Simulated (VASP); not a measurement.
# SiB6: single point with PBE

The system is SiB6.

```
Si B
1.0
     4.13336    0.00000    0.00000
     0.00000    4.13336    0.00000
     0.00000    0.00000    4.13336
Si B
1 6
Direct
  0.00000 0.00000 0.00000
  0.79976 0.50000 0.50000
  0.20024 0.50000 0.50000
  0.50000 0.79976 0.50000
  0.50000 0.20024 0.50000
  0.50000 0.50000 0.79976
  0.50000 0.50000 0.20024
```

```yaml
Program: VASP 6.6.1
Task: single point
Functional: PBE
Potentials_or_basis: VASP PAW PBE potentials, release 64 (Si, B)
Cutoff: 520 eV
k_mesh: 4 × 4 × 4
Occupations: gaussian, width 0.2 eV
Spin: no spin polarisation
Dipole_correction: no
Further_INCAR_settings: ALGO = Normal; EDIFF = 1e-06; NBANDS = 20
```

The pressure is 0.1 GPa. The largest force is 0.013 eV/Å and the band gap on the k mesh is 0.07 eV, indirect (least direct gap 0.68 eV).

Forces on the atoms (eV/Å):
```
Si   0.000  0.000  0.000
B    0.013  0.000  0.000
B   -0.013  0.000  0.000
B    0.000  0.013  0.000
B    0.000 -0.013  0.000
B    0.000  0.000  0.013
B    0.000  0.000 -0.013
```

Levels at points of the mesh, in eV from the valence-band top:
```
           k point  band 9  band 10  band 11  band 12  band 13  band 14
(0.00, 0.00, 0.00)   -0.22    -0.22    -0.22     1.18     1.18     1.18
(0.50, 0.00, 0.00)   -3.33    -1.90     0.00     0.68     1.61     2.44
(0.50, 0.50, 0.00)   -2.12    -1.69    -1.69     0.07     0.07     0.29
(0.50, 0.50, 0.50)   -1.29    -1.29    -1.29     3.09     3.09     3.09
```

It took 5.9 s on 1 thread of Intel(R) Xeon(R) 6975P-C (Granite Rapids), on a shared host, peak memory 0.16 GiB.

A k mesh can miss the band edges.
